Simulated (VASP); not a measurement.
A run of VASP 6.6.1:

Contents of POSCAR:

```
Sr2Y
1.0
    0.0000000000      5.1856685421      5.1856685421
    5.1856685421      0.0000000000      5.1856685421
    5.1856685421      5.1856685421      0.0000000000
Sr Y
4 2
Direct
    0.1250000000      0.1250000000      0.1250000000
    0.6250000000      0.1250000000      0.1250000000
    0.1250000000      0.1250000000      0.6250000000
    0.1250000000      0.6250000000      0.1250000000
    0.5000000000      0.5000000000      0.5000000000
    0.7500000000      0.7500000000      0.7500000000
```

Contents of INCAR.step1:

```
ALGO = Normal
EDIFF = 1E-4
ENCUT = 520
GGA = PE
ISMEAR = 0
LASPH = T
LCHARG = F
LREAL = F
LWAVE = T
NBANDS = 40
NELM = 80
PREC = Accurate
SIGMA = 0.1
```

INCAR.step2

```
ALGO = Normal
EDIFF = 1E-6
ENCUT = 520
ISIF = 2
ISMEAR = 0
ISTART = 1
LASPH = T
LCHARG = F
LMIXTAU = T
LREAL = F
LWAVE = F
METAGGA = R2SCAN
NBANDS = 40
NELM = 80
PREC = Accurate
SIGMA = 0.1
```

Contents of KPOINTS:

```
k-points
0
Gamma
  6 6 6
```

Potentials or basis: VASP PAW PBE potentials, release 64 (Sr_sv, Y_sv).

Run with:

```bash
$ cat potpaw_PBE.64/Sr_sv/POTCAR potpaw_PBE.64/Y_sv/POTCAR > POTCAR
$ cp INCAR.step1 INCAR
$ mpirun -np 1 vasp_std > vasp.out
$ cp INCAR.step2 INCAR
$ mpirun -np 1 vasp_std > vasp.out
```

Hardware: 1 thread of Oxide Virtual Turin-like Processor, on a shared host.

Question: How long does it take, and how much memory?

Answer: It took 24 min on 1 thread of Oxide Virtual Turin-like Processor (shared host), peak memory 0.52 GiB. Counts: k points 16.
